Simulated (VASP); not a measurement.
# Sb5Se in VASP: further runs, part 2 of 2

VASP 6.6.1.

**3. Single point, PBE**

This run uses another cell than the first one, of 31.47 Å³/atom.

File INCAR:

```
PREC     = Accurate       # precision mode
ENCUT    = 520            # plane-wave cutoff, eV
EDIFF    = 1E-7           # SCF threshold, eV
ISMEAR   = 0              # smearing method
SIGMA    = 0.1            # smearing width, eV
LREAL    = F              # projectors in reciprocal space
LASPH    = T              # aspherical terms in the spheres
NELM     = 60             # most SCF steps
ALGO     = Normal         # electronic algorithm
ISIF     = 2              # what is computed and relaxed
LWAVE    = F              # write WAVECAR
LCHARG   = T              # write CHGCAR
GGA      = PE             # functional
LELF     = T              # ELF
LVHAR    = T            
NBANDS   = 24             # bands
```

File KPOINTS:

```
Automatic mesh
0
Gamma
  6 6 8
```

File POSCAR:

```
Sb5Se
1.0
    6.6990691472      0.0000000000      0.0000000000
   -3.3495345736      5.8015640632      0.0000000000
    0.0000000000      0.0000000000      4.8580778577
Sb Se
5 1
Direct
    0.5000000000      0.0000000000      0.5000000000
    0.0000000000      0.5000000000      0.5000000000
    0.5000000000      0.5000000000      0.5000000000
    0.3333333333      0.6666666667      0.0000000000
    0.6666666667      0.3333333333      0.0000000000
    0.0000000000      0.0000000000      0.5000000000
```

Potentials or basis: VASP PAW PBE potentials, release 64 (Sb, Se).

On the command line:

```console
> cat potpaw_PBE.64/Sb/POTCAR potpaw_PBE.64/Se/POTCAR > POTCAR
> mpirun -np 1 vasp_std > vasp.out
```

OUTCAR:

```text
PREC = Accurate
   ENCUT = 520
   EDIFF = 1E-7
   ISMEAR = 0
   LREAL = F
   LASPH = T
   NELM = 60
   ISIF = 2
   GGA = PE

 ion  position               nearest neighbor table
   1  0.500  0.000  0.500-   4 3.10   5 3.10   4 3.10   5 3.10   2 3.35   3 3.35   3 3.35   2 3.35

   2  0.000  0.500  0.500-   4 3.10   5 3.10   4 3.10   5 3.10   3 3.35   3 3.35   1 3.35   1 3.35

   3  0.500  0.500  0.500-   4 3.10   5 3.10   4 3.10   5 3.10   2 3.35   2 3.35   1 3.35   1 3.35

   4  0.333  0.667  0.000-   2 3.10   2 3.10   1 3.10   1 3.10   3 3.10   3 3.10
   5  0.667  0.333  0.000-   2 3.10   2 3.10   1 3.10   1 3.10   3 3.10   3 3.10
   6  0.000  0.000  0.500-

  LATTYP: Found a hexagonal cell.
 ALAT       =     6.6990691472
 C/A-ratio  =     0.7251870000

  Lattice vectors:

 A1 = (   6.6990691472,   0.0000000000,   0.0000000000)
 A2 = (  -3.3495345736,   5.8015640632,   0.0000000000)
 A3 = (   0.0000000000,   0.0000000000,   4.8580778577)

Analysis of symmetry for initial positions (statically):
=====================================================================
 Subroutine PRICEL returns:
 Original cell was already a primitive cell.

 Routine SETGRP: Setting up the symmetry group for a
 hexagonal supercell.

 Subroutine GETGRP returns: Found 24 space group operations
 (whereof 24 operations were pure point group operations)
 out of a pool of 24 trial point group operations.

The static configuration has the point symmetry D_6h.

Analysis of symmetry for dynamics (positions and initial velocities):
=====================================================================
 Subroutine PRICEL returns:
 Original cell was already a primitive cell.

 Routine SETGRP: Setting up the symmetry group for a
 hexagonal supercell.

 Subroutine GETGRP returns: Found 24 space group operations
 (whereof 24 operations were pure point group operations)
 out of a pool of 24 trial point group operations.

The dynamic configuration has the point symmetry D_6h.

 Subroutine INISYM returns: Found 24 space group operations
 (whereof 24 operations are pure point group operations),
 and found     1 'primitive' translations

----------------------------------------------------------------------------------------

                                     Primitive cell

  volume of cell :     188.8096

  direct lattice vectors                    reciprocal lattice vectors
     6.699069147  0.000000000  0.000000000     0.149274471  0.086183656  0.000000000
    -3.349534574  5.801564063  0.000000000     0.000000000  0.172367311  0.000000000
     0.000000000  0.000000000  4.858077858     0.000000000  0.000000000  0.205842728

  length of vectors
     6.699069147  6.699069147  4.858077858     0.172367311  0.172367311  0.205842728

  position of ions in fractional coordinates (direct lattice)
     0.500000000  0.000000000  0.500000000
     1.000000000  0.500000000  0.500000000
     0.500000000  0.500000000  0.500000000
     0.333333333  0.666666667  0.000000000
     0.666666667  0.333333333  0.000000000
     0.000000000  0.000000000  0.500000000

  ion indices of the primitive-cell ions
   primitive index   ion index
                 1           1
                 2           2
                 3           3
                 4           4
[... 24 lines left out ...]
 Subroutine IBZKPT returns following result:
 ===========================================

 Found     35 irreducible k-points:

 Following reciprocal coordinates:
            Coordinates               Weight
  0.000000  0.000000  0.000000      1.000000
  0.166667  0.000000  0.000000      6.000000
  0.333333 -0.000000  0.000000      6.000000
  0.500000  0.000000  0.000000      3.000000
  0.166667  0.166667  0.000000      6.000000
  0.333333  0.166667  0.000000     12.000000
[... 16 lines left out ...]
  0.166667  0.000000  0.375000     12.000000
  0.333333 -0.000000  0.375000     12.000000
 [... further k-points ...]
   k-points           NKPTS =     35   k-points in BZ     NKDIM =     35   number of bands    NBANDS=     24
   number of dos      NEDOS =    301   number of ions     NIONS =      6
   total plane-waves  NPLWV =  90000
   dimension x,y,z NGX =    50 NGY =   50 NGZ =   36
   dimension x,y,z NGXF=   100 NGYF=  100 NGZF=   72
   ions per type =               5   1
   NGX,Y,Z   is equivalent  to a cutoff of  12.41, 12.41, 12.32 a.u.
   NGXF,Y,Z  is equivalent  to a cutoff of  24.82, 24.82, 24.64 a.u.
 SYSTEM =  unknown system
   PREC   = accura    normal or accurate (medium, high low for compatibility)
   ISTART =      0    job   : 0-new  1-cont  2-samecut
   ICHARG =      2    charge: 1-file 2-atom 10-const
   ISPIN  =      1    spin polarized calculation?
   LNONCOLLINEAR =      F non collinear calculations
   LSORBIT =      F    spin-orbit coupling
   LASPH  =      T    aspherical Exc in radial PAW
   ENCUT  =  520.0 eV  38.22 Ry    6.18 a.u.  12.46 12.46  9.03*2*pi/ulx,y,z
   NELM   =     60;   NELMIN=  2; NELMDL= -5     # of ELM steps
   EDIFF  = 0.1E-06   stopping-criterion for ELM
   LREAL  =      F    real-space projection
   EDIFFG = 0.1E-05   stopping-criterion for IOM
   NSW    =      0    number of steps for IOM
   IBRION =     -1    ionic relax: 0-MD 1-quasi-New 2-CG
   NFREE  =      0    steps in history (QN), initial steepest desc. (CG)
   ISIF   =      2    stress and relaxation
   ISYM   =      2    0-nonsym 1-usesym 2-fastsym
   POTIM  = 0.5000    time-step for ionic-motion
   TEBEG  =    0.0;   TEEND  =   0.0 temperature during run
   PSTRESS=    0.0 pullay stress
   NELECT =      31.0000    total number of electrons
   NUPDOWN=      -1.0000    fix difference up-down
   EMIN   =  10.00;   EMAX   =-10.00  energy-range for DOS
   EFERMI =   0.00;   METHOD = LEGACY
   ISMEAR =     0;   SIGMA  =   0.10  broadening in eV -4-tet -1-fermi 0-gaus
   EFERMI_NEDOS =   21; number of points for ismear=-14 and -15
   IALGO  =     38    algorithm
   IMIX   =      4    mixing-type and parameters
     AMIX     =   0.40;   BMIX     =  1.00
     AMIX_MAG =   1.60;   BMIX_MAG =  1.00
  volume/ion in A,a.u.               =      31.47       212.36
  Fermi-wavevector in a.u.,A,eV,Ry     =   0.896439  1.694024 10.933680  0.803603
  Thomas-Fermi vector in A             =   2.018897
   LORBIT       =      0    0 simple, 1 ext, 2 COOP (PROOUT), +10 PAW based schemes
   GGA     = PE    functional components
   LHFCALC =     F    Hartree Fock is set to
   AEXX    =    0.0000 exact exchange contribution
   IVDW    =     0    specifies the selected vdW correction
   LEPSILON=     F    determine dielectric tensor
   LRPA    =     F    only Hartree local field effects (RPA)
 non-spin polarized calculation
 Gauss-broadening in eV      SIGMA  =   0.10
  energy-cutoff  :      520.00
  volume of cell :      188.81
 maximum number of plane-waves:      5111
 NGX is ok and might be reduce to    50
   NGX = 25   NGY = 25   NGZ = 19

 number of electron      30.9999998 magnetization

 Free energy of the ion-electron system (eV)
  ---------------------------------------------------
  ext. energy  EPLUGINS =         0.00000000
  ---------------------------------------------------
  free energy    TOTEN  =       -22.18938119 eV

  energy without entropy =      -22.16936322  energy(sigma->0) =      -22.17937221

 E-fermi :   5.4478     XC(G=0):  -9.1225

 val. band max:        5.4431302686   @ k =   0.3333  -0.0000   0.3750
 cond. band min:       5.4720980581   @ k =   0.3333   0.1667   0.5000
 fundamental gap:      0.0289677896
 Fermi energy:         5.4478220185

 k-point     1 :       0.0000    0.0000    0.0000
  band No.  band energies     occupation
      1      -7.1982      2.00000
      2      -5.7037      2.00000
      3      -3.8826      2.00000
      4      -3.1707      2.00000
      5      -3.1707      2.00000
      6      -1.0226      2.00000
[... 637 lines left out ...]
     23       9.3065      0.00000
     24      10.1575      0.00000

 [... further k-points ...]
[... 5 lines left out ...]
  --------------------------------------------------------------------------------------
  -------------------------------------------------------------------------------------
  Total       -0.0989127     -0.0989127     -0.0666464      0.0000000      0.0000000      0.0000000
  in kB       -0.8393413     -0.8393413     -0.5655397      0.0000000      0.0000000      0.0000000
  external PRESSURE =      -0.7480741 kB  Pullay stress =       0.0000000 kB

 VOLUME and BASIS-vectors are now :
 -----------------------------------------------------------------------------
  energy-cutoff  :      520.00
  volume of cell :      188.81
      direct lattice vectors                 reciprocal lattice vectors
     6.699069147  0.000000000  0.000000000     0.149274471  0.086183656  0.000000000
    -3.349534574  5.801564063  0.000000000     0.000000000  0.172367311  0.000000000
     0.000000000  0.000000000  4.858077858     0.000000000  0.000000000  0.205842728

 POSITION                                       TOTAL-FORCE (eV/Angst)
 -----------------------------------------------------------------------------------
      3.34953      0.00000      2.42904        -0.000000      0.000000      0.000000
     -1.67477      2.90078      2.42904        -0.000000      0.000000      0.000000
      1.67477      2.90078      2.42904        -0.000000      0.000000      0.000000
     -0.00000      3.86771      0.00000        -0.000000     -0.000000     -0.000000
      3.34953      1.93385      0.00000         0.000000      0.000000      0.000000
      0.00000      0.00000      2.42904        -0.000000      0.000000      0.000000
 -----------------------------------------------------------------------------------
    total drift:                               -0.000000     -0.000000      0.000000

  FREE ENERGIE OF THE ION-ELECTRON SYSTEM (eV)
  ---------------------------------------------------
  free  energy   TOTEN  =       -22.1893811948 eV

  energy  without entropy=      -22.1693632207  energy(sigma->0) =      -22.17937221
```

Run time: 2.8 min. Hardware: 1 thread of AMD EPYC 7R43 (Zen 3), shared host; peak memory 0.31 GiB.

Results:

```yaml
Free_energy: -22.1894 eV
Pressure: -0.1 GPa
Band_gap_on_the_k_mesh: zero (an odd number of electrons rules out a gap without spin polarisation)
```

Caveat: spin-orbit coupling is left out, which moves the levels of the heavy elements.

The gap in the log of VASP goes by the Fermi energy; the results here count the filled bands.